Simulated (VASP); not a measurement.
# HfB (Fm-3m) in VASP: a series of runs

HfB is run at these levels: LDA; tasks: single point.

Program: VASP 6.6.1. These are calculated values, not measurements. Logs are shortened: lines on timing, memory, paths and dates and some standing lists are left out, and cuts for length are marked.

### 1 The cell of the first run

The structure is cubic, space group Fm-3m (No. 225). Conventional cell: a = 4.526 Å, b = 4.526 Å, c = 4.526 Å, α = 90.00°, β = 90.00°, γ = 90.00°. Within 3.0 Å of Hf (site symmetry m-3m) lie 6 B at 2.26 Å. Within 3.0 Å of B (site symmetry m-3m) lie 6 Hf at 2.26 Å.

### 2 Single point, LDA (11.59 Å³/atom)

INCAR

```
ALGO = Normal ; EDIFF = 1E-7
ENCUT = 520 ; ISIF = 2
ISMEAR = -1 ; LASPH = True
LCHARG = False ; LREAL = False
LWAVE = False ; NBANDS = 14
NELM = 100 ; PREC = Accurate
SIGMA = 0.05
```

KPOINTS

```
k-points
0
Gamma
  15 15 15
```

POSCAR

```
HfB
1.0
    0.0000000000      2.2628439111      2.2628439111
    2.2628439111      0.0000000000      2.2628439111
    2.2628439111      2.2628439111      0.0000000000
Hf B
1 1
Direct
    0.5000000000      0.5000000000      0.5000000000
    0.0000000000      0.0000000000      0.0000000000
```

Potentials or basis: VASP PAW LDA potentials, release 64 (Hf_pv, B).

Command:

```bash
$ cat potpaw_LDA.64/Hf_pv/POTCAR potpaw_LDA.64/B/POTCAR > POTCAR
$ mpirun -np 1 vasp_std > vasp.out
```

OUTCAR:

```text
EDIFF = 1E-7
   ENCUT = 520
   ISIF = 2
   ISMEAR = -1
   LASPH = True
   LREAL = False
   NELM = 100
   PREC = Accurate

 ion  position               nearest neighbor table
   1  0.500  0.500  0.500-   2 2.26   2 2.26   2 2.26   2 2.26   2 2.26   2 2.26
   2  0.000  0.000  0.000-   1 2.26   1 2.26   1 2.26   1 2.26   1 2.26   1 2.26

  LATTYP: Found a face centered cubic cell.
 ALAT       =     4.5256878222

  Lattice vectors:

 A1 = (   0.0000000000,   2.2628439111,   2.2628439111)
 A2 = (   2.2628439111,   0.0000000000,   2.2628439111)
 A3 = (   2.2628439111,   2.2628439111,   0.0000000000)

Analysis of symmetry for initial positions (statically):
=====================================================================
 Subroutine PRICEL returns:
 Original cell was already a primitive cell.

 Routine SETGRP: Setting up the symmetry group for a
 face centered cubic supercell.

 Subroutine GETGRP returns: Found 48 space group operations
 (whereof 48 operations were pure point group operations)
 out of a pool of 48 trial point group operations.

The static configuration has the point symmetry O_h .

Analysis of symmetry for dynamics (positions and initial velocities):
=====================================================================
 Subroutine PRICEL returns:
 Original cell was already a primitive cell.

 Routine SETGRP: Setting up the symmetry group for a
 face centered cubic supercell.

 Subroutine GETGRP returns: Found 48 space group operations
 (whereof 48 operations were pure point group operations)
 out of a pool of 48 trial point group operations.

The dynamic configuration has the point symmetry O_h .

 Subroutine INISYM returns: Found 48 space group operations
 (whereof 48 operations are pure point group operations),
 and found     1 'primitive' translations

----------------------------------------------------------------------------------------

                                     Primitive cell

  volume of cell :      23.1736

  direct lattice vectors                    reciprocal lattice vectors
     0.000000000  2.262843911  2.262843911    -0.220960888  0.220960888  0.220960888
     2.262843911  0.000000000  2.262843911     0.220960888 -0.220960888  0.220960888
     2.262843911  2.262843911  0.000000000     0.220960888  0.220960888 -0.220960888

  length of vectors
     3.200144549  3.200144549  3.200144549     0.382715484  0.382715484  0.382715484

  position of ions in fractional coordinates (direct lattice)
     0.500000000  0.500000000  0.500000000
     0.000000000  0.000000000  0.000000000

  ion indices of the primitive-cell ions
   primitive index   ion index
                 1           1
                 2           2

----------------------------------------------------------------------------------------

 KPOINTS: k-points

Automatic generation of k-mesh.
 Grid dimensions read from file:
 generate k-points for:   15   15   15

 Generating k-lattice:

  Cartesian coordinates                     Fractional coordinates (reciprocal lattice)
    -0.014730726  0.014730726  0.014730726     0.066666667  0.000000000  0.000000000
     0.014730726 -0.014730726  0.014730726     0.000000000  0.066666667  0.000000000
     0.014730726  0.014730726 -0.014730726     0.000000000  0.000000000  0.066666667

  Length of vectors
     0.025514366  0.025514366  0.025514366

  Shift w.r.t. Gamma in fractional coordinates (k-lattice)
     0.000000000  0.000000000  0.000000000

 Subroutine IBZKPT returns following result:
 ===========================================

 Found    120 irreducible k-points:

 Following reciprocal coordinates:
            Coordinates               Weight
  0.000000  0.000000  0.000000      1.000000
  0.066667  0.000000  0.000000      8.000000
  0.133333  0.000000  0.000000      8.000000
  0.200000  0.000000  0.000000      8.000000
  0.266667  0.000000  0.000000      8.000000
  0.333333  0.000000  0.000000      8.000000
[... 16 lines left out ...]
  0.133333  0.133333  0.000000      6.000000
  0.200000  0.133333  0.000000     24.000000
 [... further k-points ...]
   k-points           NKPTS =    120   k-points in BZ     NKDIM =    120   number of bands    NBANDS=     14
   number of dos      NEDOS =    301   number of ions     NIONS =      2
   total plane-waves  NPLWV =  13824
   dimension x,y,z NGX =    24 NGY =   24 NGZ =   24
   dimension x,y,z NGXF=    48 NGYF=   48 NGZF=   48
   ions per type =               1   1
   NGX,Y,Z   is equivalent  to a cutoff of  12.47, 12.47, 12.47 a.u.
   NGXF,Y,Z  is equivalent  to a cutoff of  24.94, 24.94, 24.94 a.u.
 SYSTEM =  unknown system
   PREC   = accura    normal or accurate (medium, high low for compatibility)
   ISTART =      0    job   : 0-new  1-cont  2-samecut
   ICHARG =      2    charge: 1-file 2-atom 10-const
   ISPIN  =      1    spin polarized calculation?
   LNONCOLLINEAR =      F non collinear calculations
   LSORBIT =      F    spin-orbit coupling
   LASPH  =      T    aspherical Exc in radial PAW
   ENCUT  =  520.0 eV  38.22 Ry    6.18 a.u.   5.95  5.95  5.95*2*pi/ulx,y,z
   NELM   =    100;   NELMIN=  2; NELMDL= -5     # of ELM steps
   EDIFF  = 0.1E-06   stopping-criterion for ELM
   LREAL  =      F    real-space projection
   EDIFFG = 0.1E-05   stopping-criterion for IOM
   NSW    =      0    number of steps for IOM
   IBRION =     -1    ionic relax: 0-MD 1-quasi-New 2-CG
   NFREE  =      0    steps in history (QN), initial steepest desc. (CG)
   ISIF   =      2    stress and relaxation
   ISYM   =      2    0-nonsym 1-usesym 2-fastsym
   POTIM  = 0.5000    time-step for ionic-motion
   TEBEG  =    0.0;   TEEND  =   0.0 temperature during run
   PSTRESS=    0.0 pullay stress
   NELECT =      13.0000    total number of electrons
   NUPDOWN=      -1.0000    fix difference up-down
   EMIN   =  10.00;   EMAX   =-10.00  energy-range for DOS
   EFERMI =   0.00;   METHOD = LEGACY
   ISMEAR =    -1;   SIGMA  =   0.05  broadening in eV -4-tet -1-fermi 0-gaus
   EFERMI_NEDOS =   21; number of points for ismear=-14 and -15
   IALGO  =     38    algorithm
   IMIX   =      4    mixing-type and parameters
     AMIX     =   0.40;   BMIX     =  1.00
     AMIX_MAG =   1.60;   BMIX_MAG =  1.00
  volume/ion in A,a.u.               =      11.59        78.19
  Fermi-wavevector in a.u.,A,eV,Ry     =   1.350179  2.551468 24.803194  1.822983
  Thomas-Fermi vector in A             =   2.477705
   LORBIT       =      0    0 simple, 1 ext, 2 COOP (PROOUT), +10 PAW based schemes
   GGA     = CA    functional components
   LHFCALC =     F    Hartree Fock is set to
   AEXX    =    0.0000 exact exchange contribution
   IVDW    =     0    specifies the selected vdW correction
   LEPSILON=     F    determine dielectric tensor
   LRPA    =     F    only Hartree local field effects (RPA)
 non-spin polarized calculation
  energy-cutoff  :      520.00
  volume of cell :       23.17
 maximum number of plane-waves:       636
   NGX = 11   NGY = 11   NGZ = 11

 number of electron      13.0000000 magnetization

 Free energy of the ion-electron system (eV)
  ---------------------------------------------------
  ext. energy  EPLUGINS =         0.00000000
  ---------------------------------------------------
  free energy    TOTEN  =       -18.60979736 eV

  energy without entropy =      -18.60132785  energy(sigma->0) =      -18.60556260

 E-fermi :   5.5147     XC(G=0): -12.7472

 val. band max:        5.4770265298   @ k =  -0.1333   0.2000   0.0667
 cond. band min:       5.5343530984   @ k =  -0.2000   0.0667   0.0000
 fundamental gap:      0.0573265686
 Fermi energy:         5.5146666092

 k-point     1 :       0.0000    0.0000    0.0000
  band No.  band energies     occupation
      1     -22.3296      2.00000
      2     -22.3296      2.00000
      3     -22.3296      2.00000
      4      -4.1041      2.00000
      5       7.6876      0.00000
      6       7.6876      0.00000
      7       7.6876      0.00000
      8       9.6628      0.00000
      9       9.6628      0.00000
     10       9.6628      0.00000
     11       9.9109      0.00000
     12       9.9109      0.00000
     13      17.5121      0.00000
     14      19.5980      0.00000

 k-point     2 :       0.0667    0.0000    0.0000
  band No.  band energies     occupation
      1     -22.3732      2.00000
      2     -22.3338      2.00000
      3     -22.3338      2.00000
      4      -3.9626      2.00000
      5       7.2269      0.00000
      6       7.6124      0.00000
      7       7.6124      0.00000
      8       8.6847      0.00000
      9       8.6847      0.00000
     10       9.9251      0.00000
     11      11.2417      0.00000
     12      11.2417      0.00000
     13      17.8687      0.00000
     14      19.7233      0.00000

 k-point     3 :       0.1333    0.0000    0.0000
  band No.  band energies     occupation
      1     -22.4947      2.00000
      2     -22.3458      2.00000
      3     -22.3458      2.00000
      4      -3.5539      2.00000
      5       6.2971      0.00000
      6       6.9248      0.00000
      7       6.9248      0.00000
      8       8.5827      0.00000
      9       8.5828      0.00000
     10      10.3316      0.00000
     11      12.8520      0.00000
     12      12.8520      0.00000
     13      18.8606      0.00000
     14      19.9983      0.00000
[... 324 lines left out ...]
 k-point    23 :       0.1333    0.1333    0.0000
  band No.  band energies     occupation
      1     -22.4828      2.00000
      2     -22.3848      2.00000
      3     -22.3848      2.00000
      4      -3.3802      2.00000
      5       5.8379      0.00311
      6       6.8416      0.00000
      7       7.2206      0.00000
      8       7.2206      0.00000
      9      10.2122      0.00000
     10      11.1229      0.00000
     11      11.1229      0.00000
     12      14.1674      0.00000
     13      19.2551      0.00000
     14      20.1002      0.00000

 k-point    24 :       0.2000    0.1333    0.0000
  band No.  band energies     occupation
      1     -22.5961      2.00000
      2     -22.4118      2.00000
      3     -22.4016      2.00000
      4      -2.9263      2.00000
      5       4.9967      1.99994
      6       6.1394      0.00001
      7       6.9198      0.00000
      8       7.5273      0.00000
      9      10.2121      0.00000
     10      11.6252      0.00000
     11      12.2796      0.00000
     12      15.3434      0.00000
     13      20.1227      0.00000
     14      20.2756      0.00000

 [... further k-points ...]

------------------------ aborting loop because EDIFF is reached ----------------------------------------

  FORCE on cell =-STRESS in cart. coord.  units (eV):
  Direction    XX          YY          ZZ          XY          YZ          ZX
  --------------------------------------------------------------------------------------
  -------------------------------------------------------------------------------------
  Total        5.5553630      5.5553630      5.5553630      0.0000000     -0.0000000      0.0000000
  in kB      384.0866678    384.0866678    384.0866678      0.0000000     -0.0000000      0.0000000
  external PRESSURE =     384.0866678 kB  Pullay stress =       0.0000000 kB

 VOLUME and BASIS-vectors are now :
 -----------------------------------------------------------------------------
  energy-cutoff  :      520.00
  volume of cell :       23.17
      direct lattice vectors                 reciprocal lattice vectors
     0.000000000  2.262843911  2.262843911    -0.220960888  0.220960888  0.220960888
     2.262843911  0.000000000  2.262843911     0.220960888 -0.220960888  0.220960888
     2.262843911  2.262843911  0.000000000     0.220960888  0.220960888 -0.220960888

 POSITION                                       TOTAL-FORCE (eV/Angst)
 -----------------------------------------------------------------------------------
      2.26284      2.26284      2.26284         0.000000      0.000000      0.000000
      0.00000      0.00000      0.00000        -0.000000     -0.000000     -0.000000
 -----------------------------------------------------------------------------------
    total drift:                               -0.000000     -0.000000      0.000000

  FREE ENERGIE OF THE ION-ELECTRON SYSTEM (eV)
  ---------------------------------------------------
  free  energy   TOTEN  =       -18.6097973551 eV

  energy  without entropy=      -18.6013278452  energy(sigma->0) =      -18.60556260
```

Wall time 59 s (1 thread of Intel Xeon 8259CL, shared host); peak memory 0.16 GiB.

What came out:

- Free energy: -18.6098 eV
- Pressure: 38.4 GPa
- Band gap on the k mesh: zero (an odd number of electrons rules out a gap without spin polarisation)

Levels at points of the mesh, in eV from the Fermi level:
| k point | band 5 | band 6 | band 7 | band 8 | band 9 | band 10 |
| --- | --- | --- | --- | --- | --- | --- |
| (0.00, 0.00, 0.00) | 2.17 | 2.17 | 2.17 | 4.15 | 4.15 | 4.15 |

Caveat: the cell stands under pressure; spin-orbit coupling is left out, which moves the levels of the heavy elements.

### 3 Single point, LDA (11.83 Å³/atom)

This run uses another cell than the first one, of 11.83 Å³/atom.

INCAR

```
PREC     = Accurate       # precision mode
ENCUT    = 520            # plane-wave cutoff, eV
EDIFF    = 1E-6           # SCF threshold, eV
ISMEAR   = -1             # smearing method
SIGMA    = 0.05           # smearing width, eV
LREAL    = False          # projectors in reciprocal space
LASPH    = True           # aspherical terms in the spheres
NELM     = 80             # most SCF steps
ALGO     = Normal         # electronic algorithm
ISIF     = 2              # what is computed and relaxed
LWAVE    = False          # write WAVECAR
LCHARG   = False          # write CHGCAR
NBANDS   = 14             # bands
```

KPOINTS

```
Automatic mesh
0
Gamma
  15 15 15
```

POSCAR

```
HfB
1.0
    0.0000000000      2.2787799567      2.2787799567
    2.2787799567      0.0000000000      2.2787799567
    2.2787799567      2.2787799567      0.0000000000
Hf B
1 1
Direct
    0.5000000000      0.5000000000      0.5000000000
    0.0000000000      0.0000000000      0.0000000000
```

Potentials or basis: VASP PAW LDA potentials, release 64 (Hf_pv, B).

Command:

```bash
$ cat potpaw_LDA.64/Hf_pv/POTCAR potpaw_LDA.64/B/POTCAR > POTCAR
$ mpirun -np 1 vasp_std > vasp.out
```

Wall time 39 s (1 thread of Intel Xeon 8259CL, shared host); peak memory 0.16 GiB.

It converged, with:

```
Free energy            : -18.7177 eV
Pressure               : 31.7 GPa
Band gap on the k mesh : zero (an odd number of electrons rules out a gap without spin polarisation)
```

Levels at points of the mesh, in eV from the Fermi level:
```csv
k point,band 5,band 6,band 7,band 8,band 9,band 10
"(0.00, 0.00, 0.00)",2.15,2.15,2.15,4.08,4.08,4.08
```

Caveat: the cell stands under pressure; spin-orbit coupling is left out, which moves the levels of the heavy elements.

(Continued in part 2 of 2.)
